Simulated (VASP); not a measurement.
# Zr9N11 (a cell with a defect) in VASP: single point with PBE

Aim: the single point of Zr9N11 (a cell with a defect) with PBE.

Program: VASP 6.6.1. These are calculated values, not measurements. Logs are shortened: lines on timing, memory, paths and dates and some standing lists are left out, and cuts for length are marked.

## Step 1: The cell of the first run

The cell holds a defect, 20 atoms: a = 5.962 Å, b = 5.962 Å, c = 8.698 Å, α = 83.44°, β = 76.79°, γ = 60.00°.

## Step 2: Single point, PBE (atoms taken out, then relaxed in part)

INCAR reads:

```
SYSTEM = Zr9N11
ALGO     = Normal         ! electronic algorithm
EDIFF    = 1E-6           ! SCF threshold, eV
ENCUT    = 520            ! plane-wave cutoff, eV
GGA      = PE             ! functional
ISIF     = 2              ! what is computed and relaxed
ISMEAR   = 0              ! smearing method
LASPH    = .TRUE.         ! aspherical terms in the spheres
LCHARG   = .TRUE.         ! write CHGCAR
LELF     = .TRUE.         ! ELF
LREAL    = Auto         
LVHAR    = .TRUE.       
LWAVE    = .FALSE.        ! write WAVECAR
NBANDS   = 98             ! bands
NELECT   = 160.0        
NELM     = 80             ! most SCF steps
PREC     = Accurate       ! precision mode
SIGMA    = 0.05           ! smearing width, eV
```

KPOINTS reads:

```
k-points
0
G
  4 4 4
  0 0 0
```

POSCAR reads:

```
Zr9N11
1.0
    0.0000000000     -5.9619910123      0.0000000000
    5.1632356738     -2.9809955061      0.0000000000
    0.0000000000     -1.9873303374      8.4679891808
Zr N
9 11
Direct
    0.4514465354      0.6656670820      0.6496242635
    0.1171136174      0.3343329180      0.6496242635
    0.7707468466      1.0000000000      0.6955319212
    0.8875367303      0.6515355931      0.3245730814
    0.5390723234      0.3484644069      0.3245730814
    0.2488768084      0.0000000000      0.3234401410
    0.6653029044      0.6568631831     -0.0083862286
    0.3221660875      0.3431368169     -0.0083862286
    0.9988703042      0.0000000000      0.0158424251
    0.0389863235      0.6606273986      0.8706420571
    0.6996137221      0.3393726014      0.8706420571
    0.3861456105      0.0000000000      0.8737599733
    0.4973441141      0.3070999727      0.5853387367
    0.1160275922      0.0000000000      0.5864453868
    0.5346841935      0.6644066884      0.3964210510
    0.1990908819      0.3355933116      0.3964210510
    0.8044440868     -0.3070999727      0.5853387367
    0.2707063942      0.6795195812      0.1538108229
    0.9502259754      0.3204804188      0.1538108229
    0.6337132977      1.0000000000      0.1645895360
```

Potentials or basis: VASP PAW PBE potentials, release 64 (Zr_sv, N).

The run is started by

```sh
cat potpaw_PBE.64/Zr_sv/POTCAR potpaw_PBE.64/N/POTCAR > POTCAR
mpirun -np 1 vasp_std > vasp.out
```

OUTCAR:

```text
SYSTEM = Zr9N11
   EDIFF = 1E-6
   ENCUT = 520
   GGA = PE
   ISIF = 2
   ISMEAR = 0
   LASPH = .TRUE.
   LREAL = Auto
   NELECT = 160.0
   NELM = 80
   PREC = Accurate

 ion  position               nearest neighbor table
   1  0.451  0.666  0.650-  14 2.13  17 2.13  13 2.14  15 2.14  11 2.69  10 2.76  12 2.77   4 3.35
                             6 3.37   5 3.38   2 3.44   2 3.44   2 3.45   3 3.46   3 3.46   3 3.48
   2  0.117  0.334  0.650-  14 2.13  13 2.13  17 2.14  16 2.14  10 2.69  11 2.76  12 2.77   5 3.35
                             6 3.37   4 3.38   1 3.44   1 3.44   1 3.45   3 3.46   3 3.46   3 3.48
   3  0.771  0.000  0.696-  14 2.06  17 2.06  13 2.06  12 2.46  11 2.48  10 2.48   7 3.25   8 3.25
                             9 3.37   2 3.46   1 3.46   2 3.46   1 3.46   1 3.48   2 3.48   4 3.78
   4  0.888  0.652  0.325-  15 2.02  16 2.04  17 2.22  20 2.39  19 2.43  18 2.50   6 3.30   1 3.35
                             9 3.36   5 3.37   5 3.37   6 3.37   2 3.38   8 3.39   7 3.44   5 3.60
   5  0.539  0.348  0.325-  16 2.02  15 2.04  13 2.22  20 2.39  18 2.43  19 2.50   6 3.30   2 3.35
                             9 3.36   4 3.37   4 3.37   6 3.37   1 3.38   7 3.39   8 3.44   4 3.60
   6  0.249  0.000  0.323-  16 2.03  15 2.03  14 2.24  20 2.39  18 2.48  19 2.48   5 3.30   4 3.30
                             9 3.35   2 3.37   1 3.37   5 3.37   4 3.37   8 3.42   7 3.42   4 3.66
   7  0.665  0.657  0.992-  11 2.17  12 2.21  10 2.25  18 2.40  19 2.44  20 2.58   3 3.25   5 3.39
                             8 3.39   8 3.39   9 3.40   9 3.41   6 3.42   4 3.44   1 3.48   2 3.50
   8  0.322  0.343  0.992-  10 2.17  12 2.21  11 2.25  19 2.40  18 2.44  20 2.58   3 3.25   4 3.39
                             7 3.39   7 3.39   9 3.40   9 3.41   6 3.42   5 3.44   2 3.48   1 3.50
   9  0.999  0.000  0.016-  19 2.23  18 2.23  20 2.26  12 2.36  10 2.39  11 2.39   6 3.35   4 3.36
                             5 3.36   3 3.37   8 3.40   7 3.40   8 3.41   7 3.41   7 3.54   8 3.54
  10  0.039  0.661  0.871-   8 2.17   7 2.25   9 2.39   3 2.48   2 2.69   1 2.76
  11  0.700  0.339  0.871-   7 2.17   8 2.25   9 2.39   3 2.48   1 2.69   2 2.76
  12  0.386  0.000  0.874-   8 2.21   7 2.21   9 2.36   3 2.46   1 2.77   2 2.77
  13  0.497  0.307  0.585-   3 2.06   2 2.13   1 2.14   5 2.22
  14  0.116  0.000  0.586-   3 2.06   2 2.13   1 2.13   6 2.24
  15  0.535  0.664  0.396-   4 2.02   6 2.03   5 2.04   1 2.14
  16  0.199  0.336  0.396-   5 2.02   6 2.03   4 2.04   2 2.14
  17  0.804  0.693  0.585-   3 2.06   1 2.13   2 2.14   4 2.22
  18  0.271  0.680  0.154-   9 2.23   7 2.40   5 2.43   8 2.44   6 2.48   4 2.50
  19  0.950  0.320  0.154-   9 2.23   8 2.40   4 2.43   7 2.44   6 2.48   5 2.50
  20  0.634  0.000  0.165-   9 2.26   5 2.39   4 2.39   6 2.39   7 2.58   8 2.58

  LATTYP: Found a base centered monoclinic cell.
 ALAT       =     5.9619910123
 B/A-ratio  =     1.7320508076
 C/A-ratio  =     1.4589193922
 COS(beta)  =    -0.2284796097

  Lattice vectors:

 A1 = (   5.1632356738,   2.9809955062,   0.0000000000)
 A2 = (  -5.1632356738,   2.9809955061,   0.0000000000)
 A3 = (   0.0000000000,  -1.9873303374,   8.4679891808)

Analysis of symmetry for initial positions (statically):
=====================================================================
 Subroutine PRICEL returns:
 Original cell was already a primitive cell.

 Routine SETGRP: Setting up the symmetry group for a
 base centered monoclinic supercell.

 Subroutine GETGRP returns: Found  2 space group operations
 (whereof  2 operations were pure point group operations)
 out of a pool of  4 trial point group operations.

The static configuration has the point symmetry C_1h.

Analysis of symmetry for dynamics (positions and initial velocities):
=====================================================================
 Subroutine PRICEL returns:
 Original cell was already a primitive cell.

 Routine SETGRP: Setting up the symmetry group for a
 base centered monoclinic supercell.

 Subroutine GETGRP returns: Found  2 space group operations
 (whereof  2 operations were pure point group operations)
 out of a pool of  4 trial point group operations.

The dynamic configuration has the point symmetry C_1h.

 Subroutine INISYM returns: Found  2 space group operations
 (whereof  2 operations are pure point group operations),
 and found     1 'primitive' translations

----------------------------------------------------------------------------------------

                                     Primitive cell

  volume of cell :     260.6715

  direct lattice vectors                    reciprocal lattice vectors
     0.000000000 -5.961991012  0.000000000    -0.096838500 -0.167729203 -0.039363930
     5.163235674 -2.980995506  0.000000000     0.193677001  0.000000000  0.000000000
     0.000000000 -1.987330337  8.467989181     0.000000000  0.000000000  0.118091790

  length of vectors
     5.961991012  5.961991012  8.698064304     0.197636787  0.193677001  0.118091790

  position of ions in fractional coordinates (direct lattice)
     0.451446535  0.665667082  0.649624264
     0.117113617  0.334332918  0.649624264
     0.770746847  0.000000000  0.695531921
     0.887536730  0.651535593  0.324573081
     0.539072323  0.348464407  0.324573081
     0.248876808  0.000000000  0.323440141
[... 12 lines left out ...]
     0.950225975  0.320480419  0.153810823
     0.633713298  0.000000000  0.164589536

  ion indices of the primitive-cell ions
   primitive index   ion index
                 1           1
                 2           2
                 3           3
                 4           4
                 5           5
                 6           6
[... 12 lines left out ...]
                19          19
                20          20

----------------------------------------------------------------------------------------

 KPOINTS: k-points

Automatic generation of k-mesh.
 Grid dimensions read from file:
 generate k-points for:    4    4    4

 Generating k-lattice:

  Cartesian coordinates                     Fractional coordinates (reciprocal lattice)
    -0.024209625 -0.041932301 -0.009840982     0.250000000  0.000000000  0.000000000
     0.048419250  0.000000000  0.000000000     0.000000000  0.250000000  0.000000000
     0.000000000  0.000000000  0.029522947     0.000000000  0.000000000  0.250000000

  Length of vectors
     0.049409197  0.048419250  0.029522947

  Shift w.r.t. Gamma in fractional coordinates (k-lattice)
     0.000000000  0.000000000  0.000000000

 Subroutine IBZKPT returns following result:
 ===========================================

 Found     24 irreducible k-points:

 Following reciprocal coordinates:
            Coordinates               Weight
  0.000000  0.000000  0.000000      1.000000
  0.250000 -0.000000  0.000000      4.000000
  0.500000 -0.000000  0.000000      2.000000
  0.000000  0.250000  0.000000      2.000000
  0.500000  0.250000  0.000000      2.000000
 -0.250000  0.250000 -0.000000      4.000000
[... 16 lines left out ...]
 -0.250000  0.250000  0.500000      4.000000
  0.000000  0.500000  0.500000      1.000000
   k-points           NKPTS =     24   k-points in BZ     NKDIM =     24   number of bands    NBANDS=     98
   number of dos      NEDOS =    301   number of ions     NIONS =     20
   total plane-waves  NPLWV = 161280
   dimension x,y,z NGX =    48 NGY =   48 NGZ =   70
   dimension x,y,z NGXF=    96 NGYF=   96 NGZF=  140
   ions per type =               9  11
   NGX,Y,Z   is equivalent  to a cutoff of  13.38, 13.38, 13.38 a.u.
   NGXF,Y,Z  is equivalent  to a cutoff of  26.77, 26.77, 26.76 a.u.
 SYSTEM =  Zr9N11
   PREC   = accura    normal or accurate (medium, high low for compatibility)
   ISTART =      0    job   : 0-new  1-cont  2-samecut
   ICHARG =      2    charge: 1-file 2-atom 10-const
   ISPIN  =      1    spin polarized calculation?
   LNONCOLLINEAR =      F non collinear calculations
   LSORBIT =      F    spin-orbit coupling
   LASPH  =      T    aspherical Exc in radial PAW
   ENCUT  =  520.0 eV  38.22 Ry    6.18 a.u.  11.09 11.09 16.17*2*pi/ulx,y,z
   NELM   =     80;   NELMIN=  2; NELMDL= -5     # of ELM steps
   EDIFF  = 0.1E-05   stopping-criterion for ELM
   LREAL  =      T    real-space projection
   EDIFFG = 0.1E-04   stopping-criterion for IOM
   NSW    =      0    number of steps for IOM
[... 5 lines left out ...]
   TEBEG  =    0.0;   TEEND  =   0.0 temperature during run
   PSTRESS=    0.0 pullay stress
   NELECT =     160.0000    total number of electrons
   NUPDOWN=      -1.0000    fix difference up-down
   EMIN   =  10.00;   EMAX   =-10.00  energy-range for DOS
   EFERMI =   0.00;   METHOD = LEGACY
   ISMEAR =     0;   SIGMA  =   0.05  broadening in eV -4-tet -1-fermi 0-gaus
   EFERMI_NEDOS =   21; number of points for ismear=-14 and -15
   IALGO  =     38    algorithm
   IMIX   =      4    mixing-type and parameters
     AMIX     =   0.40;   BMIX     =  1.00
     AMIX_MAG =   1.60;   BMIX_MAG =  1.00
  volume/ion in A,a.u.               =      13.03        87.95
  Fermi-wavevector in a.u.,A,eV,Ry     =   1.391288  2.629153 26.336548  1.935682
  Thomas-Fermi vector in A             =   2.515141
   LORBIT       =      0    0 simple, 1 ext, 2 COOP (PROOUT), +10 PAW based schemes
   GGA     = PE    functional components
   LHFCALC =     F    Hartree Fock is set to
   AEXX    =    0.0000 exact exchange contribution
   IVDW    =     0    specifies the selected vdW correction
   LEPSILON=     F    determine dielectric tensor
   LRPA    =     F    only Hartree local field effects (RPA)
 non-spin polarized calculation
 Gauss-broadening in eV      SIGMA  =   0.05
  energy-cutoff  :      520.00
  volume of cell :      260.67
 maximum number of plane-waves:      7048
 NGX is ok and might be reduce to    48
   NGX = 23   NGY = 23   NGZ = 33

 number of electron     160.0000001 magnetization

 Free energy of the ion-electron system (eV)
  ---------------------------------------------------
  ext. energy  EPLUGINS =         0.00000000
  ---------------------------------------------------
  free energy    TOTEN  =      -226.60340129 eV

  energy without entropy =     -226.60340129  energy(sigma->0) =     -226.60340129

 E-fermi :   8.3727     XC(G=0): -11.5352

 val. band max:        8.1132587477   @ k =   0.0000   0.0000   0.0000
 cond. band min:       9.1561940091   @ k =   0.5000  -0.2500   0.2500
 fundamental gap:      1.0429352613
 Fermi energy:         8.3726860499

 k-point     1 :       0.0000    0.0000    0.0000
  band No.  band energies     occupation
      1     -40.2833      2.00000
      2     -40.2412      2.00000
      3     -40.2053      2.00000
      4     -39.8026      2.00000
      5     -39.7384      2.00000
      6     -39.7184      2.00000
[... 84 lines left out ...]
     91      11.8789      0.00000
     92      11.9572      0.00000

 k-point     2 :       0.2500   -0.0000    0.0000
  band No.  band energies     occupation
      1     -40.2759      2.00000
      2     -40.2460      2.00000
      3     -40.2079      2.00000
      4     -39.7951      2.00000
      5     -39.7401      2.00000
      6     -39.7251      2.00000
[... 2079 lines left out ...]
     91      11.8565      0.00000
     92      11.9953      0.00000

 k-point    24 :       0.0000    0.5000    0.5000
  band No.  band energies     occupation
      1     -40.2676      2.00000
      2     -40.2501      2.00000
      3     -40.2123      2.00000
      4     -39.7788      2.00000
      5     -39.7586      2.00000
      6     -39.7234      2.00000
[... 84 lines left out ...]
     91      11.9525      0.00000
     92      12.1339      0.00000
 [bands above 92 left out]

------------------------ aborting loop because EDIFF is reached ----------------------------------------

  FORCE on cell =-STRESS in cart. coord.  units (eV):
  Direction    XX          YY          ZZ          XY          YZ          ZX
  --------------------------------------------------------------------------------------
  -------------------------------------------------------------------------------------
  Total      -37.9864252    -38.7441051    -39.3897400     -0.0000000      0.3512222      0.0000000
  in kB     -233.4777218   -238.1346850   -242.1029809     -0.0000000      2.1587330      0.0000000
  external PRESSURE =    -237.9051292 kB  Pullay stress =       0.0000000 kB

 VOLUME and BASIS-vectors are now :
 -----------------------------------------------------------------------------
  energy-cutoff  :      520.00
  volume of cell :      260.67
      direct lattice vectors                 reciprocal lattice vectors
     0.000000000 -5.961991012  0.000000000    -0.096838500 -0.167729203 -0.039363930
     5.163235674 -2.980995506  0.000000000     0.193677001  0.000000000  0.000000000
     0.000000000 -1.987330337  8.467989181     0.000000000  0.000000000  0.118091790

 POSITION                                       TOTAL-FORCE (eV/Angst)
 -----------------------------------------------------------------------------------
      3.43700     -5.96689      5.50101        -0.000152      0.001615      0.025910
      1.72624     -2.98589      5.50101         0.000152      0.001615      0.025910
      0.00000     -5.97744      5.88976         0.000000     -0.009116      0.030882
      3.36403     -7.87874      2.74848         0.025391     -0.018078     -0.014509
      1.79920     -4.89775      2.74848        -0.025391     -0.018078     -0.014509
      0.00000     -2.12658      2.73889         0.000000      0.040909     -0.021178
[... 12 lines left out ...]
      1.65472     -6.92626      1.30247         0.009162      0.000207      0.004602
      0.00000     -4.10529      1.39374         0.000000      0.001878      0.007718
 -----------------------------------------------------------------------------------
    total drift:                                0.000000      0.002331     -0.001666

  FREE ENERGIE OF THE ION-ELECTRON SYSTEM (eV)
  ---------------------------------------------------
  free  energy   TOTEN  =      -226.6034012877 eV

  energy  without entropy=     -226.6034012877  energy(sigma->0) =     -226.60340129
```

Run time: 48 min. Hardware: 1 thread of Intel Xeon 8259CL, shared host; peak memory 0.65 GiB.

Results:

| Item | Value |
| --- | --- |
| Free energy | -226.6034 eV |
| Largest force | 0.046 eV/Å |

Forces in eV/Å, atoms in the order of the input:
```
Zr   0.000  0.002  0.026
Zr   0.000  0.002  0.026
Zr   0.000 -0.009  0.031
Zr   0.025 -0.018 -0.015
Zr  -0.025 -0.018 -0.015
Zr   0.000  0.041 -0.021
Zr   0.003  0.002  0.018
Zr  -0.003  0.002  0.018
Zr   0.000 -0.005 -0.029
N   -0.002 -0.008 -0.018
N    0.002 -0.008 -0.018
N    0.000  0.004 -0.015
N    0.004  0.001 -0.020
N    0.000 -0.001 -0.013
N   -0.012  0.004  0.023
N    0.012  0.004  0.023
N   -0.004  0.001 -0.020
N   -0.009  0.000  0.005
N    0.009  0.000  0.005
N    0.000  0.002  0.008
```

Levels at points of the mesh, in eV from the Fermi level:
| k point | band 76 | band 77 | band 78 | band 79 | band 80 | band 81 | band 82 | band 83 | band 84 | band 85 |
| --- | --- | --- | --- | --- | --- | --- | --- | --- | --- | --- |
| (0.00, 0.00, 0.00) | -1.05 | -0.97 | -0.68 | -0.64 | -0.26 | 1.41 | 1.70 | 1.89 | 2.32 | 2.34 |
| (0.50, 0.00, 0.00) | -1.34 | -0.96 | -0.74 | -0.69 | -0.50 | 1.01 | 1.66 | 1.95 | 2.18 | 2.55 |
| (0.00, 0.50, 0.00) | -1.15 | -1.06 | -0.75 | -0.70 | -0.56 | 0.95 | 1.76 | 1.79 | 2.24 | 2.76 |
| (0.00, 0.00, 0.50) | -1.00 | -0.98 | -0.71 | -0.65 | -0.60 | 1.50 | 1.92 | 1.95 | 2.32 | 2.49 |
| (0.50, 0.00, 0.50) | -1.12 | -0.86 | -0.77 | -0.62 | -0.42 | 0.85 | 1.80 | 1.92 | 2.18 | 2.34 |
| (0.00, 0.50, 0.50) | -1.25 | -0.81 | -0.71 | -0.58 | -0.34 | 1.20 | 1.69 | 1.79 | 2.20 | 2.39 |

Caveat: the cell carries a net charge on a neutralising background, which shifts energy and pressure; the cell differs from its parent crystal (atoms taken out, then relaxed in part); the cell is charged against a uniform background, so pressure and absolute levels hang on convention.
